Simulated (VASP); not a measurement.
A run of VASP 6.6.1 is set up as follows.

The input INCAR:

```
SYSTEM = LiCl
PREC = Accurate
ENCUT = 520
EDIFF = 1E-6
ISMEAR = -1
SIGMA = 0.02
LREAL = .False.
LASPH = .True.
NELM = 60
ALGO = Normal
ISIF = 2
LWAVE = .False.
LCHARG = .False.
GGA = PE
NBANDS = 12
```

Contents of KPOINTS:

```
Automatic mesh
0
Gamma
  8 8 8
  0 0 0
```

Contents of POSCAR:

```
LiCl
1.0
    0.0000000000      2.5560369926      2.5560369926
    2.5560369926      0.0000000000      2.5560369926
    2.5560369926      2.5560369926      0.0000000000
Li Cl
1 1
Direct
    0.0000000000      0.0000000000      0.0000000000
    0.5000000000      0.5000000000      0.5000000000
```

Potentials or basis: VASP PAW PBE potentials, release 64 (Li_sv, Cl).

Command:

```sh
$ cat potpaw_PBE.64/Li_sv/POTCAR potpaw_PBE.64/Cl/POTCAR > POTCAR
$ mpirun -np 1 vasp_std > vasp.out
```

**Question.** What does it give for the band gap on the k mesh?

**Answer.** 6.40 eV, direct.

 A k mesh can miss the band edges.
